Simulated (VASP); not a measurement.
The system is Li.

```
CELL_PARAMETERS angstrom
3.10040 0.00000 0.00000
-1.55020 2.68502 0.00000
0.00000 0.00000 9.72508
ATOMIC_POSITIONS crystal
Li 0.00000 0.00000 0.50000
Li 0.66667 0.33333 0.25000
Li 0.33333 0.66667 0.75000
Li 0.00000 0.00000 0.00000
```

The cell was generated, and may not be a known phase.

| Quantity | Value |
| --- | --- |
| Program | VASP 6.6.1 |
| Task | relaxation of cell and atoms |
| Functional | PBE |
| Potentials or basis | VASP PAW PBE potentials, release 64 (Li_sv) |
| Cutoff | 600 eV |
| k mesh | 18 × 18 × 6 |
| Occupations | gaussian, width 0.1 eV |
| Spin | no spin polarisation |

At the start: pressure -0.1 GPa; volume 20.24 Å³/atom.

Task: Where does the relaxation end?

Result: Over 6 steps the energy falls by 2.0 meV/atom and the volume is 19.99 Å³/atom (-1.2 %); space group P6_3/mmc (No. 194, to 0.1 Å) before and after.

Step by step:
| step | energy change (eV) | largest force (eV/Å) | pressure (GPa) | volume (Å³) |
| --- | --- | --- | --- | --- |
| 1 | 0.0000 | 0.0000 | -0.12 | 80.96 |
| 2 | -0.0019 | 0.0000 | -0.09 | 80.78 |
| 3 | -0.0062 | 0.0000 | -0.01 | 80.23 |
| 4 | -0.0067 | 0.0000 | 0.19 | 79.09 |
| 5 | -0.0079 | 0.0000 | 0.12 | 79.60 |
| 6 | -0.0080 | 0.0000 | 0.04 | 79.97 |

Final structure:
```
CELL_PARAMETERS angstrom
3.04189 0.00000 0.00000
-1.52094 2.63435 0.00000
0.00000 0.00000 9.97931
ATOMIC_POSITIONS crystal
Li 0.00000 0.00000 0.50000
Li 0.66667 0.33333 0.25000
Li 0.33333 0.66667 0.75000
Li 0.00000 0.00000 0.00000
```

Caveat: the cutoff is under 1.25 times the usual one of these potentials, so pressure, stress and relaxed cells hold a basis-set (Pulay) error.
